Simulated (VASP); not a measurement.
Input of a VASP 6.6.1 run:

File INCAR:

```
SYSTEM = NaF
PREC = Accurate
ENCUT = 520
EDIFF = 1E-6
ISMEAR = 0
SIGMA = 0.01
LREAL = .FALSE.
LASPH = .TRUE.
NELM = 60
ALGO = Normal
ISIF = 2
LWAVE = .FALSE.
LCHARG = .FALSE.
GGA = PE
NBANDS = 14
```

Contents of KPOINTS:

```
regular mesh
0
G
  8 8 8
  0 0 0
```

The input POSCAR:

```
NaF
1.0
    0.0000000000      2.3735694998      2.3735694998
    2.3735694998      0.0000000000      2.3735694998
    2.3735694998      2.3735694998      0.0000000000
Na F
1 1
Direct
    0.0000000000      0.0000000000      0.0000000000
    0.5000000000      0.5000000000      0.5000000000
```

Potentials or basis: VASP PAW PBE potentials, release 64 (Na_pv, F).

Run with:

```sh
$ cat potpaw_PBE.64/Na_pv/POTCAR potpaw_PBE.64/F/POTCAR > POTCAR
$ mpirun -np 1 vasp_std > vasp.out
```

(1) What does it give for the band gap on the k mesh?

(2) What does it give for the pressure?

Answers

(1) 5.92 eV, direct.

(2) -1.4 GPa.
